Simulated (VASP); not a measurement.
# CdS (F-43m) in VASP: further runs, part 2 of 2

VASP 6.6.1. The steps go on from the part before.

### Step 3. Single point, PBEsol

File INCAR:

```
PREC = Accurate ; ENCUT = 520
EDIFF = 1E-6 ; ISMEAR = 0
SIGMA = 0.05 ; LREAL = F
LASPH = T ; NELM = 60
ALGO = Normal ; ISIF = 2
LWAVE = F ; LCHARG = T
GGA = PS ; LELF = T
LVHAR = T ; NBANDS = 16
```

File KPOINTS:

```
Automatic mesh
0
Gamma
  8 8 8
```

File POSCAR:

```
CdS
1.0
    0.0000000000      2.9121694685      2.9121694685
    2.9121694685      0.0000000000      2.9121694685
    2.9121694685      2.9121694685      0.0000000000
Cd S
1 1
Direct
    0.0000000000      0.0000000000      0.0000000000
    0.7500000000      0.7500000000      0.7500000000
```

Potentials or basis: VASP PAW PBE potentials, release 64 (Cd, S).

Command:

```
cat potpaw_PBE.64/Cd/POTCAR potpaw_PBE.64/S/POTCAR > POTCAR
mpirun -np 1 vasp_std > vasp.out
```

It took 25 s on 1 thread of AMD EPYC 7R43 (Zen 3), shared host; peak memory 0.14 GiB.

It converged, with:

```yaml
Free_energy: -6.8131 eV
Pressure: 0.4 GPa
Band_gap_on_the_k_mesh: 1.02 eV, direct
```

Levels at points of the mesh, in eV from the valence-band top:
| k point | band 7 | band 8 | band 9 | band 10 | band 11 | band 12 |
| --- | --- | --- | --- | --- | --- | --- |
| (0.00, 0.00, 0.00) | 0.00 | 0.00 | 0.00 | 1.02 | 6.44 | 6.44 |
| (0.50, 0.00, 0.00) | -4.51 | -0.77 | -0.77 | 2.90 | 6.91 | 6.91 |
| (0.50, 0.50, 0.00) | -4.04 | -1.93 | -1.93 | 3.38 | 4.26 | 9.10 |

Caveat: the PAW data sets were made with another functional, which shifts forces and pressure a little.

### Step 4. Single point, PBEsol (volume scaled by 0.98)

File INCAR:

```
ALGO = Normal
EDIFF = 1E-7
ENCUT = 520
GGA = PS
ISIF = 2
ISMEAR = 0
LASPH = T
LCHARG = F
LREAL = F
LWAVE = F
NBANDS = 16
NELM = 100
PREC = Accurate
SIGMA = 0.05
```

File KPOINTS:

```
k-points
0
Gamma
  8 8 8
```

File POSCAR:

```
CdS
1.0
    0.0000000000      2.8926241181      2.8926241181
    2.8926241181      0.0000000000      2.8926241181
    2.8926241181      2.8926241181      0.0000000000
Cd S
1 1
Direct
    0.0000000000      0.0000000000      0.0000000000
    0.7500000000      0.7500000000      0.7500000000
```

Potentials or basis: VASP PAW PBE potentials, release 64 (Cd, S).

Command:

```
cat potpaw_PBE.64/Cd/POTCAR potpaw_PBE.64/S/POTCAR > POTCAR
mpirun -np 1 vasp_std > vasp.out
```

OUTCAR:

```text
EDIFF = 1E-7
   ENCUT = 520
   GGA = PS
   ISIF = 2
   ISMEAR = 0
   LASPH = T
   LREAL = F
   NELM = 100
   PREC = Accurate

 ion  position               nearest neighbor table
   1  0.000  0.000  0.000-   2 2.51   2 2.51   2 2.51   2 2.51
   2  0.750  0.750  0.750-   1 2.51   1 2.51   1 2.51   1 2.51

  LATTYP: Found a face centered cubic cell.
 ALAT       =     5.7852482362

  Lattice vectors:

 A1 = (   0.0000000000,   2.8926241181,   2.8926241181)
[... 642 lines left out ...]
------------------------ aborting loop because EDIFF is reached ----------------------------------------

  FORCE on cell =-STRESS in cart. coord.  units (eV):
  Direction    XX          YY          ZZ          XY          YZ          ZX
  --------------------------------------------------------------------------------------
  -------------------------------------------------------------------------------------
  Total        0.5243055      0.5243055      0.5243055      0.0000000     -0.0000000      0.0000000
  in kB       17.3535748     17.3535748     17.3535748      0.0000000     -0.0000000      0.0000000
  external PRESSURE =      17.3535748 kB  Pullay stress =       0.0000000 kB

 VOLUME and BASIS-vectors are now :
 -----------------------------------------------------------------------------
  energy-cutoff  :      520.00
  volume of cell :       48.41
      direct lattice vectors                 reciprocal lattice vectors
     0.000000000  2.892624118  2.892624118    -0.172853430  0.172853430  0.172853430
     2.892624118  0.000000000  2.892624118     0.172853430 -0.172853430  0.172853430
     2.892624118  2.892624118  0.000000000     0.172853430  0.172853430 -0.172853430

 POSITION                                       TOTAL-FORCE (eV/Angst)
 -----------------------------------------------------------------------------------
      0.00000      0.00000      0.00000         0.000000      0.000000      0.000000
      4.33894      4.33894      4.33894        -0.000000     -0.000000     -0.000000
 -----------------------------------------------------------------------------------
    total drift:                                0.000001      0.000001      0.000001

  FREE ENERGIE OF THE ION-ELECTRON SYSTEM (eV)
  ---------------------------------------------------
  free  energy   TOTEN  =        -6.8064527913 eV

  energy  without entropy=       -6.8064527913  energy(sigma->0) =       -6.80645279
```

It took 28 s on 1 thread of AMD EPYC 7R43 (Zen 3), shared host; peak memory 0.14 GiB.

What came out:

| Property | Result |
| --- | --- |
| Free energy | -6.8065 eV |
| Pressure | 1.7 GPa |
| Band gap on the k mesh | 1.06 eV, direct |

Caveat: the PAW data sets were made with another functional, which shifts forces and pressure a little.

### Step 5. Overview

| cell | gap on the mesh (eV) | pressure (GPa) |
| --- | --- | --- |
| a = 4.121 Å, angles 60.0°, 2 atoms | 1.01 | 0.3 |
| a = 4.118 Å, angles 60.0°, 2 atoms | 1.02 | 0.4 |
| a = 4.091 Å, angles 60.0°, 2 atoms | 1.06 | 1.7 |

Alike in all rows: task single point; level PBEsol; potentials or basis VASP PAW PBE potentials, release 64 (Cd, S); no spin polarisation; k mesh 8 × 8 × 8; cutoff (eV) 520; smearing gaussian 0.05 eV.

Caveats: the PAW data sets were made with another functional, which shifts forces and pressure a little.

Total energies depend on the potentials used, so only differences within one code and one set of settings carry meaning.
